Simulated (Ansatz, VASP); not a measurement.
# Two plane-wave programs on MgO

```
CELL_PARAMETERS angstrom
0.00000 2.03132 2.03132
2.03132 0.00000 2.03132
2.03132 2.03132 0.00000
ATOMIC_POSITIONS crystal
Mg 0.00000 0.00000 0.00000
O 0.52500 0.50000 0.48500
```

Alike in both runs: task single point; functional HF; k mesh 3 × 3 × 3; no spin polarisation.

|  | VASP | Ansatz |
| --- | --- | --- |
| version | VASP 6.6.1 | Ansatz 0.2.0-dev |
| potentials or method | VASP PAW PBE potentials, release 64 (Mg, O), cutoff 520 eV | hard PAW set made for 700 eV |
| occupations | gaussian, width 0.01 eV | fixed |

```tsv
	VASP	Ansatz	Ansatz less VASP
gap on the k mesh at the Fermi level (eV)	17.38	17.33	-0.051
rms of the force components (eV/Å)	0.322	0.311	-0.0116
```

VASP's potentials were made for PBE, not for HF. Atom by atom the forces differ by 0.012 eV/Å (rms over components).

The k mesh is coarse, so the values compare programs but aren't converged.
